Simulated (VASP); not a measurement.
Wanted: the native input for a VASP 6.6.1 run.

```yaml
Task: single point
Functional: LDA
Potentials_or_basis: VASP PAW LDA potentials, release 64 (Y_sv, Ge_d)
Cutoff: 520 eV
k_mesh: 6 × 6 × 6
Occupations: methfessel-paxton, width 0.1 eV
Spin: no spin polarisation
Dipole_correction: no
Further_INCAR_settings: ALGO = Normal; EDIFF = 1e-06; NBANDS = 33
```

The structure of YGe lies in POSCAR:

```
YGe
1.0
    2.1412800000     -5.3622000000      0.0000000000
    2.1412800000      5.3622000000      0.0000000000
    0.0000000000      0.0000000000      3.9545990000
Y Ge
2 2
Direct
    0.1386060000      0.8613940000      0.2500000000
    0.8613940000      0.1386060000      0.7500000000
    0.4156180000      0.5843820000      0.2500000000
    0.5843820000      0.4156180000      0.7500000000
```

The input as run:

INCAR

```
SYSTEM = YGe
  ALGO = Normal
  EDIFF = 1E-6
  ENCUT = 520
  ISIF = 2
  ISMEAR = 1
  LASPH = .True.
  LCHARG = .True.
  LELF = .True.
  LREAL = .False.
  LVHAR = .True.
  LWAVE = .False.
  NBANDS = 33
  NELM = 60
  PREC = Accurate
  SIGMA = 0.1
```

KPOINTS

```
k-points
0
Gamma
  6 6 6
  0 0 0
```

Potentials or basis: VASP PAW LDA potentials, release 64 (Y_sv, Ge_d).

Run with:

```bash
$ cat potpaw_LDA.64/Y_sv/POTCAR potpaw_LDA.64/Ge_d/POTCAR > POTCAR
$ mpirun -np 1 vasp_std > vasp.out
```

Results of the run:

```
Pressure               : -4.7 GPa
Largest force          : 0.113 eV/Å
Band gap on the k mesh : zero (band 25 reaches 5.45 eV, above the bottom of band 26 at 3.89 eV)
```

It took 2.7 min on 1 thread of AMD EPYC 7R13 Processor (Zen 3) (shared host), peak memory 0.28 GiB.
